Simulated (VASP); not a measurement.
# KI (I4mm) in VASP: a series of runs, part 2 of 2

VASP 6.6.1. Earlier steps stand in the parts before.

**4. Single point, PBE**

INCAR reads:

```
SYSTEM = KI
ALGO     = Normal         ! electronic algorithm
EDIFF    = 1E-6           ! SCF threshold, eV
ENCUT    = 520            ! plane-wave cutoff, eV
GGA      = PE             ! functional
ISIF     = 2              ! what is computed and relaxed
ISMEAR   = 0              ! smearing method
LASPH    = .TRUE.         ! aspherical terms in the spheres
LCHARG   = .FALSE.        ! write CHGCAR
LREAL    = .FALSE.        ! projectors in reciprocal space
LWAVE    = .FALSE.        ! write WAVECAR
NBANDS   = 15             ! bands
NELM     = 60             ! most SCF steps
PREC     = Accurate       ! precision mode
SIGMA    = 0.05           ! smearing width, eV
```

KPOINTS reads:

```
k-points
0
G
  6 6 6
  0 0 0
```

POSCAR reads:

```
KI
1.0
    0.0000000000      3.7308188998      3.5873258652
    3.7308188998      0.0000000000      3.5873258652
    3.7308188998      3.7308188998      0.0000000000
K I
1 1
Direct
   -0.0711393416     -0.0711393416      0.0711393416
    0.5219174889      0.5219174889      0.4780825111
```

Potentials or basis: VASP PAW PBE potentials, release 64 (K_sv, I).

Run with:

```console
> cat potpaw_PBE.64/K_sv/POTCAR potpaw_PBE.64/I/POTCAR > POTCAR
> mpirun -np 1 vasp_std > vasp.out
```

OUTCAR:

```text
SYSTEM = KI
   EDIFF = 1E-6
   ENCUT = 520
   GGA = PE
   ISIF = 2
   ISMEAR = 0
   LASPH = .TRUE.
   LREAL = .FALSE.
   NELM = 60
   PREC = Accurate

 ion  position               nearest neighbor table
   1  0.929  0.929  0.071-   2 2.92
   2  0.522  0.522  0.478-   1 2.92

  LATTYP: Found a body centered tetragonal cell.
 ALAT       =     5.2761746869
 C/A-ratio  =     1.3598207331

  Lattice vectors:

 A1 = (   0.0000000000,  -3.7308188998,  -3.5873258652)
 A2 = (   0.0000000000,   3.7308188998,  -3.5873258652)
 A3 = (   3.7308188998,   0.0000000000,   3.5873258652)

Analysis of symmetry for initial positions (statically):
=====================================================================
 Subroutine PRICEL returns:
 Original cell was already a primitive cell.

 Routine SETGRP: Setting up the symmetry group for a
 body centered tetragonal supercell.

 Subroutine GETGRP returns: Found  8 space group operations
 (whereof  8 operations were pure point group operations)
 out of a pool of 16 trial point group operations.

The static configuration has the point symmetry C_4v.

Analysis of symmetry for dynamics (positions and initial velocities):
=====================================================================
 Subroutine PRICEL returns:
 Original cell was already a primitive cell.

 Routine SETGRP: Setting up the symmetry group for a
 body centered tetragonal supercell.

 Subroutine GETGRP returns: Found  8 space group operations
 (whereof  8 operations were pure point group operations)
 out of a pool of 16 trial point group operations.

The dynamic configuration has the point symmetry C_4v.

 Subroutine INISYM returns: Found  8 space group operations
 (whereof  8 operations are pure point group operations),
 and found     1 'primitive' translations

----------------------------------------------------------------------------------------

                                     Primitive cell

  volume of cell :      99.8640

  direct lattice vectors                    reciprocal lattice vectors
     0.000000000  3.730818900  3.587325865    -0.134018834  0.134018834  0.139379588
     3.730818900  0.000000000  3.587325865     0.134018834 -0.134018834  0.139379588
     3.730818900  3.730818900  0.000000000     0.134018834  0.134018834 -0.139379588

  length of vectors
     5.175704447  5.175704447  5.276174687     0.235263183  0.235263183  0.235263183

  position of ions in fractional coordinates (direct lattice)
     0.928860658  0.928860658  0.071139342
     0.521917489  0.521917489  0.478082511

  ion indices of the primitive-cell ions
   primitive index   ion index
                 1           1
                 2           2

----------------------------------------------------------------------------------------

 KPOINTS: k-points

Automatic generation of k-mesh.
 Grid dimensions read from file:
 generate k-points for:    6    6    6

 Generating k-lattice:

  Cartesian coordinates                     Fractional coordinates (reciprocal lattice)
    -0.022336472  0.022336472  0.023229931     0.166666667  0.000000000  0.000000000
     0.022336472 -0.022336472  0.023229931     0.000000000  0.166666667  0.000000000
     0.022336472  0.022336472 -0.023229931     0.000000000  0.000000000  0.166666667

  Length of vectors
     0.039210531  0.039210531  0.039210531

  Shift w.r.t. Gamma in fractional coordinates (k-lattice)
     0.000000000  0.000000000  0.000000000

 Subroutine IBZKPT returns following result:
 ===========================================

 Found     30 irreducible k-points:

 Following reciprocal coordinates:
            Coordinates               Weight
  0.000000  0.000000  0.000000      1.000000
  0.166667 -0.000000  0.000000      8.000000
  0.333333 -0.000000  0.000000      8.000000
  0.500000 -0.000000  0.000000      4.000000
  0.166667  0.166667  0.000000      2.000000
  0.333333  0.166667  0.000000      8.000000
[... 16 lines left out ...]
  0.333333  0.000000  0.333333      4.000000
  0.500000  0.000000  0.333333     16.000000
 [... further k-points ...]
   k-points           NKPTS =     30   k-points in BZ     NKDIM =     30   number of bands    NBANDS=     15
   number of dos      NEDOS =    301   number of ions     NIONS =      2
   total plane-waves  NPLWV =  64000
   dimension x,y,z NGX =    40 NGY =   40 NGZ =   40
   dimension x,y,z NGXF=    80 NGYF=   80 NGZF=   80
   ions per type =               1   1
   NGX,Y,Z   is equivalent  to a cutoff of  12.85, 12.85, 12.60 a.u.
   NGXF,Y,Z  is equivalent  to a cutoff of  25.70, 25.70, 25.21 a.u.
 SYSTEM =  KI
   PREC   = accura    normal or accurate (medium, high low for compatibility)
   ISTART =      0    job   : 0-new  1-cont  2-samecut
   ICHARG =      2    charge: 1-file 2-atom 10-const
   ISPIN  =      1    spin polarized calculation?
   LNONCOLLINEAR =      F non collinear calculations
   LSORBIT =      F    spin-orbit coupling
   LASPH  =      T    aspherical Exc in radial PAW
   ENCUT  =  520.0 eV  38.22 Ry    6.18 a.u.   9.62  9.62  9.81*2*pi/ulx,y,z
   NELM   =     60;   NELMIN=  2; NELMDL= -5     # of ELM steps
   EDIFF  = 0.1E-05   stopping-criterion for ELM
   LREAL  =      F    real-space projection
   EDIFFG = 0.1E-04   stopping-criterion for IOM
   NSW    =      0    number of steps for IOM
   IBRION =     -1    ionic relax: 0-MD 1-quasi-New 2-CG
   NFREE  =      0    steps in history (QN), initial steepest desc. (CG)
   ISIF   =      2    stress and relaxation
   ISYM   =      2    0-nonsym 1-usesym 2-fastsym
   POTIM  = 0.5000    time-step for ionic-motion
   TEBEG  =    0.0;   TEEND  =   0.0 temperature during run
   PSTRESS=    0.0 pullay stress
   NELECT =      16.0000    total number of electrons
   NUPDOWN=      -1.0000    fix difference up-down
   EMIN   =  10.00;   EMAX   =-10.00  energy-range for DOS
   EFERMI =   0.00;   METHOD = LEGACY
   ISMEAR =     0;   SIGMA  =   0.05  broadening in eV -4-tet -1-fermi 0-gaus
   EFERMI_NEDOS =   21; number of points for ismear=-14 and -15
   IALGO  =     38    algorithm
   IMIX   =      4    mixing-type and parameters
     AMIX     =   0.40;   BMIX     =  1.00
     AMIX_MAG =   1.60;   BMIX_MAG =  1.00
  volume/ion in A,a.u.               =      49.93       336.96
  Fermi-wavevector in a.u.,A,eV,Ry     =   0.889157  1.680263 10.756768  0.790600
  Thomas-Fermi vector in A             =   2.010681
   LORBIT       =      0    0 simple, 1 ext, 2 COOP (PROOUT), +10 PAW based schemes
   GGA     = PE    functional components
   LHFCALC =     F    Hartree Fock is set to
   AEXX    =    0.0000 exact exchange contribution
   IVDW    =     0    specifies the selected vdW correction
   LEPSILON=     F    determine dielectric tensor
   LRPA    =     F    only Hartree local field effects (RPA)
 non-spin polarized calculation
 Gauss-broadening in eV      SIGMA  =   0.05
  energy-cutoff  :      520.00
  volume of cell :       99.86
 maximum number of plane-waves:      2714
 NGX is ok and might be reduce to    40
   NGX = 19   NGY = 19   NGZ = 19

 number of electron      16.0000000 magnetization

 Free energy of the ion-electron system (eV)
  ---------------------------------------------------
  ext. energy  EPLUGINS =         0.00000000
  ---------------------------------------------------
  free energy    TOTEN  =        -5.20489076 eV

  energy without entropy =       -5.20489076  energy(sigma->0) =       -5.20489076

 E-fermi :  -0.8575     XC(G=0):  -6.6487

 val. band max:       -1.0644716273   @ k =   0.0000   0.0000   0.0000
 cond. band min:       2.6860585489   @ k =   0.0000   0.0000   0.0000
 fundamental gap:      3.7505301761
 Fermi energy:        -0.8574508690

 k-point     1 :       0.0000    0.0000    0.0000
  band No.  band energies     occupation
      1     -29.6456      2.00000
      2     -13.2893      2.00000
      3     -13.1287      2.00000
      4     -13.1287      2.00000
      5     -11.2930      2.00000
      6      -1.1003      2.00000
      7      -1.1003      2.00000
      8      -1.0645      2.00000
      9       2.6861      0.00000
     10       5.6713      0.00000
     11       5.6713      0.00000
     12       5.8382      0.00000
     13       6.1616      0.00000
     14       6.7885      0.00000
     15       8.1194      0.00000
[... 397 lines left out ...]
 k-point    24 :       0.5000    0.0000    0.3333
  band No.  band energies     occupation
      1     -29.6442      2.00000
      2     -13.3255      2.00000
      3     -13.1536      2.00000
      4     -13.1376      2.00000
      5     -11.1661      2.00000
      6      -1.8053      2.00000
      7      -1.4579      2.00000
      8      -1.3060      2.00000
      9       4.5434      0.00000
     10       4.8579      0.00000
     11       6.3400      0.00000
     12       7.0584      0.00000
     13       7.4115      0.00000
     14       7.9269      0.00000
     15       8.1992      0.00000

 [... further k-points ...]
[... 5 lines left out ...]
  --------------------------------------------------------------------------------------
  -------------------------------------------------------------------------------------
  Total       -0.5460653     -0.5460653      3.6446740      0.0000000      0.0000000     -0.0000000
  in kB       -8.7608458     -8.7608458     58.4736370      0.0000000      0.0000000     -0.0000000
  external PRESSURE =      13.6506485 kB  Pullay stress =       0.0000000 kB

 VOLUME and BASIS-vectors are now :
 -----------------------------------------------------------------------------
  energy-cutoff  :      520.00
  volume of cell :       99.86
      direct lattice vectors                 reciprocal lattice vectors
     0.000000000  3.730818900  3.587325865    -0.134018834  0.134018834  0.139379588
     3.730818900  0.000000000  3.587325865     0.134018834 -0.134018834  0.139379588
     3.730818900  3.730818900  0.000000000     0.134018834  0.134018834 -0.139379588

 POSITION                                       TOTAL-FORCE (eV/Angst)
 -----------------------------------------------------------------------------------
      3.73082      3.73082      6.66425         0.000000      0.000000      1.478494
      3.73082      3.73082      3.74458         0.000000      0.000000     -1.478494
 -----------------------------------------------------------------------------------
    total drift:                               -0.000000     -0.000000     -0.000604

  FREE ENERGIE OF THE ION-ELECTRON SYSTEM (eV)
  ---------------------------------------------------
  free  energy   TOTEN  =        -5.2048907601 eV

  energy  without entropy=       -5.2048907601  energy(sigma->0) =       -5.20489076
```

Wall time 1.8 min (1 thread of AMD EPYC 7R13, shared host); peak memory 0.23 GiB.

What came out:

| Item | Value |
| --- | --- |
| Free energy | -5.2049 eV |
| Pressure | 1.4 GPa |
| Largest force | 1.478 eV/Å |
| Band gap on the k mesh | 3.75 eV, direct |

Forces in eV/Å, atoms in the order of the input:
```
K    0.000  0.000  1.478
I    0.000  0.000 -1.478
```

Levels at points of the mesh, in eV from the valence-band top:
| k point | band 5 | band 6 | band 7 | band 8 | band 9 | band 10 | band 11 | band 12 |
| --- | --- | --- | --- | --- | --- | --- | --- | --- |
| (0.00, 0.00, 0.00) | -10.23 | -0.04 | -0.04 | 0.00 | 3.75 | 6.74 | 6.74 | 6.90 |
| (0.50, 0.00, 0.00) | -10.06 | -1.00 | -0.22 | -0.17 | 5.36 | 7.17 | 7.58 | 7.73 |
| (0.50, 0.50, 0.00) | -10.08 | -0.67 | -0.29 | -0.29 | 5.16 | 5.54 | 7.08 | 8.31 |
| (0.50, 0.00, 0.50) | -10.11 | -0.78 | -0.32 | -0.23 | 5.43 | 5.50 | 8.00 | 8.19 |

Caveat: spin-orbit coupling is left out, which moves the levels of the heavy elements; forces of over 1 eV/Å act on the atoms, so gaps and moduli don't describe the material at rest.

**5. Single point, PBE**

This run uses another cell than the first one, of 44.95 Å³/atom, 0.900 times its volume.

INCAR reads:

```
PREC = Accurate ; ENCUT = 520
EDIFF = 1E-6 ; ISMEAR = 0
SIGMA = 0.05 ; LREAL = F
LASPH = T ; NELM = 60
ALGO = Normal ; ISIF = 2
LWAVE = F ; LCHARG = F
GGA = PE ; NBANDS = 15
```

KPOINTS reads:

```
Automatic mesh
0
Gamma
  6 6 6
```

POSCAR reads:

```
KI
1.0
    0.0000000000      3.5396144312      3.5873258652
    3.5396144312      0.0000000000      3.5873258652
    3.5396144312      3.5396144312      0.0000000000
K I
1 1
Direct
   -0.0533545062     -0.0533545062      0.0533545062
    0.5164381167      0.5164381167      0.4835618833
```

Run with:

```console
> cat potpaw_PBE.64/K_sv/POTCAR potpaw_PBE.64/I/POTCAR > POTCAR
> mpirun -np 1 vasp_std > vasp.out
```

It took 60 s on 1 thread of Intel Xeon 8259CL, shared host; peak memory 0.25 GiB.

It converged, with:

```yaml
Free_energy: -5.4128 eV
Pressure: 1.4 GPa
Largest_force: 0.770 eV/Å
Band_gap_on_the_k_mesh: 3.97 eV, direct
```

Forces in eV/Å, atoms in the order of the input:
```
K    0.000  0.000  0.770
I    0.000  0.000 -0.770
```

Stress tensor (GPa, compression positive):
```
0.26 0.00 0.00
0.00 0.26 0.00
0.00 0.00 3.60
```

Levels at points of the mesh, in eV from the valence-band top:
```csv
k point,band 5,band 6,band 7,band 8,band 9,band 10,band 11,band 12
"(0.00, 0.00, 0.00)",-10.40,-0.01,0.00,0.00,3.97,6.62,6.74,6.74
"(0.50, 0.00, 0.00)",-10.14,-1.21,-0.26,-0.25,5.50,7.36,8.00,8.16
"(0.50, 0.50, 0.00)",-10.22,-0.88,-0.29,-0.29,5.05,5.75,7.61,8.27
"(0.50, 0.00, 0.50)",-10.24,-0.91,-0.39,-0.30,5.20,5.74,8.21,8.76
```

Caveat: spin-orbit coupling is left out, which moves the levels of the heavy elements.
